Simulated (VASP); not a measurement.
Crystal: Sr3Ta2O.

```
Sr Ta O
1.0
     5.82301    0.00000    0.00000
    -2.91150    5.04287    0.00000
     0.00000    0.00000    5.52593
Sr Ta O
3 2 1
Direct
  0.50000 0.00000 0.00000
  0.00000 0.50000 0.00000
  0.50000 0.50000 0.00000
  0.00000 0.00000 0.79154
  0.00000 0.00000 0.20846
  0.00000 0.00000 0.50000
```

| Quantity | Value |
| --- | --- |
| Program | VASP 6.6.1 |
| Task | relaxation of cell and atoms |
| Functional | PBE |
| Potentials or basis | VASP PAW PBE potentials, release 64 (Sr_sv, Ta_pv, O) |
| Cutoff | 600 eV |
| k mesh | 3 × 3 × 4 |
| Occupations | gaussian, width 0.1 eV |
| Spin | no spin polarisation |

At the start: pressure 36.6 GPa; volume 27.04 Å³/atom.

Task: Where does the relaxation end?

Result: Over 20 steps the energy falls by 1485.0 meV/atom and the volume is 46.24 Å³/atom (+71.0 %); space group P6/mmm (No. 191, to 0.05 Å).

Step by step:
```tsv
step	energy change (eV)	largest force (eV/Å)	pressure (GPa)	volume (Å³)
1	0.0000	13.2418	36.58	162.27
2	19.6837	113.3153	25.32	349.19
3	-1.4646	23.4846	15.10	210.40
4	-2.0149	21.0337	16.21	202.06
5	-2.4211	0.3017	-5.38	376.17
6	-5.6613	3.4056	0.07	272.44
7	-5.6840	3.8515	0.69	266.94
8	-5.6831	4.2094	1.18	262.92
9	-7.6263	4.3619	1.33	255.42
10	-8.3477	0.9018	5.34	242.99
11	-8.5152	2.4173	2.43	248.43
12	-8.5709	1.5479	3.19	246.65
13	-8.5699	1.3383	3.38	246.26
14	-8.8424	0.0499	1.43	262.00
15	-8.8925	0.4515	0.68	270.92
16	-8.8958	0.6210	0.42	274.14
17	-8.9063	0.1145	-0.12	277.83
18	-8.9071	0.0388	-0.02	277.03
19	-8.9092	0.0086	0.00	277.26
20	-8.9097	0.0114	0.00	277.42
```

Final structure:
```cif
data_structure
_symmetry_space_group_name_H-M 'P 1'
_symmetry_Int_Tables_number 1
_cell_length_a 7.1582
_cell_length_b 7.1582
_cell_length_c 6.2517
_cell_angle_alpha 90.000
_cell_angle_beta 90.000
_cell_angle_gamma 120.000
_cell_volume 277.42
loop_
_atom_site_label
_atom_site_type_symbol
_atom_site_fract_x
_atom_site_fract_y
_atom_site_fract_z
_atom_site_occupancy
Sr1 Sr 0.50000 0.00000 0.00000 1
Sr2 Sr 0.00000 0.50000 0.00000 1
Sr3 Sr 0.50000 0.50000 0.00000 1
Ta1 Ta 0.00000 0.00000 0.80479 1
Ta2 Ta 0.00000 0.00000 0.19521 1
O1 O 0.00000 0.00000 0.50000 1
```

Caveat: the k points lie up to 0.34 Å⁻¹ apart in the final cell; the volume moved by over 15 % at a fixed basis, so the end points are rough.
